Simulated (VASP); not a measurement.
## CuO: relaxation of cell and atoms with PBE

The system is CuO.

```
CELL_PARAMETERS angstrom
0.00000 2.24738 2.24738
2.24738 0.00000 2.24738
2.24738 2.24738 0.00000
ATOMIC_POSITIONS crystal
Cu 0.00000 0.00000 0.00000
O 0.75000 0.75000 0.75000
```

```
Program                : VASP 6.6.1
Task                   : relaxation of cell and atoms
Functional             : PBE
Potentials or basis    : VASP PAW PBE potentials, release 64 (Cu, O)
Cutoff                 : 600 eV
k mesh                 : 22 × 22 × 22
Occupations            : gaussian, width 0.1 eV
Spin                   : no spin polarisation
Dipole correction      : no
Further INCAR settings : ALGO = Normal; EDIFF = 1e-07; IBRION = 2; EDIFFG = -0.01; NSW = 100; ISIF = 3
```

* Relaxed volume: 11.62 Å³/atom
* Relaxed cell: a = 3.203 Å, b = 3.203 Å, c = 3.203 Å, α = 60.00°, β = 60.00°, γ = 60.00°
* Space group after relaxing (to 0.1 Å): F-43m (No. 216)
* Energy gained by relaxing: 2.7 meV/atom
* Ionic steps: 3
* Pressure after relaxing: 0.0 GPa
* Band gap on the k mesh: zero (an odd number of electrons rules out a gap without spin polarisation)

The path:
| step | energy change (eV) | largest force (eV/Å) | pressure (GPa) | volume (Å³) |
| --- | --- | --- | --- | --- |
| 1 | 0.0000 | 0.0000 | 3.33 | 22.70 |
| 2 | -0.0043 | 0.0000 | -1.43 | 23.49 |
| 3 | -0.0054 | 0.0000 | 0.02 | 23.23 |

Final structure:
```xyz
2
Lattice="0.0000 2.2648 2.2648 2.2648 0.0000 2.2648 2.2648 2.2648 0.0000" Properties=species:S:1:pos:R:3 pbc="T T T"
Cu    0.0000    0.0000    0.0000
O     3.3973    3.3973    3.3973
```

Levels at points of the mesh, in eV from the Fermi level:
```tsv
k point	band 5	band 6	band 7	band 8	band 9	band 10	band 11	band 12
(0.00, 0.00, 0.00)	-2.02	-2.02	0.80	0.80	0.80	0.99	14.35	14.35
(0.50, 0.00, 0.00)	-1.91	-1.91	-1.81	-0.01	-0.01	6.15	7.91	13.96
(0.50, 0.50, 0.00)	-2.27	-1.80	-1.39	-1.13	-1.13	5.86	9.95	11.55
```

It took 2.2 min on 1 thread of Intel(R) Xeon(R) 6975P-C (Granite Rapids), on a shared host, peak memory 0.26 GiB.

Caveat: an odd number of electrons without spin polarisation forces a metal; a magnetic or distorted state may lie lower; semilocal functionals often make such compounds metallic where correlation or magnetic order opens a gap, which also shifts bond lengths. With open d or f shells a metallic result of PBE can be an artefact of self-interaction; +U or a hybrid may open a gap.
